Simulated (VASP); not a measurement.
Here is a VASP 6.6.1 calculation.

The input INCAR:

```
SYSTEM = Si
ALGO = Normal ; EDIFF = 1E-6
EDIFFG = -0.03 ; ENCUT = 520
GGA = PE ; IBRION = 2
ISIF = 2 ; ISMEAR = -1
IVDW = 12 ; LASPH = .True.
LCHARG = .False. ; LREAL = Auto
LWAVE = .False. ; NELM = 60
NSW = 80 ; PREC = Accurate
SIGMA = 0.02
```

Contents of KPOINTS:

```
k-points
0
Gamma
  2 2 2
  0 0 0
```

Contents of POSCAR:

```
Si
1.0
    0.0000000000      5.4300000000      5.4300000000
    5.4300000000      0.0000000000      5.4300000000
    5.4300000000      5.4300000000      0.0000000000
Si
17
Direct
    0.0000000000      0.0000000000      0.0000000000
    0.1250000000      0.1250000000      0.1250000000
    0.0000000000      0.0000000000      0.5000000000
    0.1250000000      0.1250000000      0.6250000000
    0.0000000000      0.5000000000      0.0000000000
    0.1250000000      0.6250000000      0.1250000000
    0.0000000000      0.5000000000      0.5000000000
    0.1250000000      0.6250000000      0.6250000000
    0.5000000000      0.0000000000      0.0000000000
    0.6250000000      0.1250000000      0.1250000000
    0.5000000000      0.0000000000      0.5000000000
    0.6250000000      0.1250000000      0.6250000000
    0.5000000000      0.5000000000      0.0000000000
    0.6250000000      0.6250000000      0.1250000000
    0.5000000000      0.5000000000      0.5000000000
    0.6250000000      0.6250000000      0.6250000000
    0.8175750000      0.8119948000      0.5624680000
```

Potentials or basis: VASP PAW PBE potentials, release 64 (Si).

Command:

```console
$ cat potpaw_PBE.64/Si/POTCAR > POTCAR
$ mpirun -np 1 vasp_std > vasp.out
```

Question: What does it give for the energy gained by relaxing?

Answer: 56.3 meV/atom.

Question: What does it give for the dispersion energy per atom?

Answer: -0.332 eV.

Forces on the atoms (eV/Å):
```
Si   0.014  0.022 -0.009
Si  -0.009 -0.005  0.004
Si  -0.003 -0.011  0.008
Si  -0.001 -0.003  0.003
Si   0.009  0.004 -0.007
Si  -0.007  0.003  0.004
Si  -0.007 -0.013  0.002
Si   0.003  0.009 -0.010
Si   0.008  0.004  0.004
Si   0.009 -0.011 -0.006
Si  -0.011 -0.010  0.007
Si   0.009  0.001 -0.012
Si  -0.009 -0.004 -0.011
Si  -0.015 -0.010  0.022
Si   0.001  0.005 -0.001
Si   0.011  0.007 -0.009
Si  -0.002  0.011  0.010
```

Caveat: the k points lie up to 0.50 Å⁻¹ apart.
